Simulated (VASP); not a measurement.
# Ti8HO16 (a cell with a defect) (Rutile): single point with PBE

Crystal: Ti8HO16 (a cell with a defect) (Rutile).

```xyz
25
Lattice="-4.6433 -4.6433 0.0000 -4.6433 4.6433 0.0000 4.6433 0.0000 -5.9278" Properties=species:S:1:pos:R:3 pbc="T T T"
Ti   -0.0820   -0.0243   -2.9635
Ti   -4.5394   -4.7665   -0.0046
Ti   -4.7280   -0.0173   -2.9730
Ti   -4.6562    0.2278   -0.0037
Ti   -2.3385    2.2175   -1.5853
Ti   -2.3461   -2.4198   -4.3433
Ti   -2.4160   -2.2087   -1.4535
Ti   -2.4097    2.4333   -4.4748
O    -3.2339    1.4268   -2.9851
O    -3.2135    1.4716    0.0000
O    -3.2360   -3.2141   -2.9423
O    -3.3004   -3.1614    0.0011
O    -3.6749    3.7372   -1.4734
O    -3.6763   -0.9050   -4.4548
O    -3.6957   -0.8518   -1.4829
O     0.9489   -0.8526   -4.4418
O    -1.3876    3.1981   -2.9612
O    -5.8302   -1.5254    0.0014
O    -1.3896   -1.4435   -2.9657
O    -1.3795   -1.4502    0.0000
O    -0.9144    0.8654   -1.4830
O    -0.9166   -3.7763   -4.4430
O    -5.5651    0.8899   -1.4894
O    -0.9205    0.8893   -4.4394
H    -0.4107   -2.1367   -5.9226
```

```json
{"Program": "VASP 6.6.1", "Task": "single point", "Functional": "PBE", "Potentials or basis": "VASP PAW PBE potentials, release 64 (Ti_sv, O, H)", "Cutoff": "520 eV", "k mesh": "3 × 3 × 3", "Occupations": "gaussian, width 0.02 eV", "Spin": "no spin polarisation"}
```

| Property | Result |
| --- | --- |
| Largest force | 0.104 eV/Å |

Forces on the atoms (eV/Å):
```
Ti   0.033 -0.007  0.011
Ti  -0.028  0.033 -0.001
Ti   0.039 -0.016 -0.002
Ti   0.006 -0.045 -0.003
Ti   0.022  0.033  0.060
Ti   0.023  0.029 -0.059
Ti   0.042 -0.040 -0.010
Ti   0.040 -0.043  0.011
O   -0.046 -0.044 -0.037
O    0.013  0.005 -0.002
O   -0.046 -0.048  0.039
O   -0.044 -0.024 -0.003
O    0.029 -0.018 -0.039
O    0.028 -0.012  0.038
O   -0.020  0.026  0.002
O   -0.014  0.025 -0.006
O    0.011  0.008 -0.007
O   -0.071  0.044  0.001
O    0.011  0.005  0.006
O    0.024  0.030  0.002
O   -0.011  0.015  0.023
O   -0.008  0.014 -0.028
O   -0.054  0.048 -0.025
O   -0.056  0.048  0.026
H    0.079 -0.067  0.000
```

Levels at points of the mesh, in eV from the Fermi level:
| k point | band 93 | band 94 | band 95 | band 96 | band 97 | band 98 | band 99 | band 100 |
| --- | --- | --- | --- | --- | --- | --- | --- | --- |
| (0.00, 0.00, 0.00) | -0.77 | -0.76 | -0.59 | -0.13 | 1.94 | 2.22 | 2.45 | 2.51 |

It took 21 min on 1 thread of Intel Xeon 6975P-C, on a shared host, peak memory 0.52 GiB.

Caveat: the cell carries a net charge on a neutralising background, which shifts energy and pressure; the cell is charged against a uniform background, so pressure and absolute levels hang on convention.
